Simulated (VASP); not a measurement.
Crystal: Cd4Se.

```
Cd Se
1.0
     4.32631    0.00000    0.00000
     0.00000    4.32631    0.00000
     0.00000    0.00000    7.57351
Cd Se
4 1
Direct
  0.50000 0.00000 0.78270
  0.00000 0.50000 0.21730
  0.00000 0.00000 0.50000
  0.50000 0.50000 0.50000
  0.00000 0.00000 0.00000
```

| Item | Value |
| --- | --- |
| Program | VASP 6.6.1 |
| Task | relaxation of cell and atoms |
| Functional | PBE |
| Potentials or basis | VASP PAW PBE potentials, release 64 (Cd, Se) |
| Cutoff | 600 eV |
| k mesh | 8 × 8 × 4 |
| Occupations | gaussian, width 0.1 eV |
| Spin | no spin polarisation |

At the start: pressure 0.2 GPa; volume 28.35 Å³/atom.

**Question.** Where does the relaxation end?

**Answer.** Over 9 steps the energy falls by 5.3 meV/atom and the volume is 28.32 Å³/atom (-0.1 %); space group P-4m2 (No. 115, to 0.1 Å) before and after.

Step by step:
| step | energy change (eV) | largest force (eV/Å) | pressure (GPa) | volume (Å³) |
| --- | --- | --- | --- | --- |
| 1 | 0.0000 | 0.0167 | 0.22 | 141.75 |
| 2 | -0.0113 | 0.0256 | -0.04 | 142.56 |
| 3 | -0.0183 | 0.0569 | -0.74 | 144.88 |
| 4 | -0.0203 | 0.0460 | -0.53 | 144.14 |
| 5 | -0.0261 | 0.0225 | -0.08 | 141.98 |
| 6 | -0.0262 | 0.0190 | -0.02 | 141.70 |
| 7 | -0.0262 | 0.0184 | -0.01 | 141.65 |
| 8 | -0.0262 | 0.0100 | 0.00 | 141.62 |
| 9 | -0.0263 | 0.0019 | 0.02 | 141.59 |

Final structure:
```yaml
crystal:
  lattice:
    - [4.24640, 0.00000, 0.00000]
    - [0.00000, 4.24640, 0.00000]
    - [0.00000, 0.00000, 7.85226]
  atoms:
    - { symbol: Cd, position: [0.50000, 0.00000, 0.78389] }
    - { symbol: Cd, position: [0.00000, 0.50000, 0.21611] }
    - { symbol: Cd, position: [0.00000, 0.00000, 0.50000] }
    - { symbol: Cd, position: [0.50000, 0.50000, 0.50000] }
    - { symbol: Se, position: [0.00000, 0.00000, 0.00000] }
```
